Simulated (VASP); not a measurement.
Write the native input for VASP 6.6.1 that does the following.

- Task: single point
- Functional: PBE
- Potentials or basis: VASP PAW PBE potentials, release 64 (Sr_sv, Ti_sv, O)
- Cutoff: 520 eV
- k mesh: 8 × 8 × 8
- Occupations: gaussian, width 0.02 eV
- Spin: no spin polarisation
- Hubbard terms: Ti d U = 4.0 eV
- Dipole correction: no
- Further INCAR settings: ALGO = Normal; EDIFF = 1e-06; NBANDS = 28

The structure of SrTiO3 lies in POSCAR:

```
SrTiO3
1.0
    3.8906637527      0.0000000000      0.0000000000
    0.0000000000      3.8906637527      0.0000000000
    0.0000000000      0.0000000000      3.8906637527
Sr Ti O
1 1 3
Direct
    0.0000000000      0.0000000000      0.0000000000
    0.5000000000      0.5000000000      0.5000000000
    0.5000000000      0.0000000000      0.5000000000
    0.5000000000      0.5000000000      0.0000000000
    0.0000000000      0.5000000000      0.5000000000
```

One way to write it, as run:

INCAR

```
ALGO = Normal ; EDIFF = 1E-6
ENCUT = 520 ; GGA = PE
ISIF = 2 ; ISMEAR = 0
LASPH = True ; LCHARG = False
LDAU = True ; LDAUJ = 0 0 0
LDAUL = -1 2 -1 ; LDAUPRINT = 1
LDAUTYPE = 2 ; LDAUU = 0 4 0
LMAXMIX = 4 ; LREAL = False
LWAVE = False ; NBANDS = 28
NELM = 150 ; PREC = Accurate
SIGMA = 0.02
```

KPOINTS

```
k-points
0
Gamma
  8 8 8
```

Potentials or basis: VASP PAW PBE potentials, release 64 (Sr_sv, Ti_sv, O).

Command:

```sh
$ cat potpaw_PBE.64/Sr_sv/POTCAR potpaw_PBE.64/Ti_sv/POTCAR potpaw_PBE.64/O/POTCAR > POTCAR
$ mpirun -np 1 vasp_std > vasp.out
```

It gave:

- Pressure: 11.1 GPa
- Band gap on the k mesh: 2.41 eV, indirect (least direct gap 2.82 eV)

Wall time 29 s on 1 thread of Intel(R) Xeon(R) 6975P-C (Granite Rapids) (shared host), peak memory 0.2 GiB.
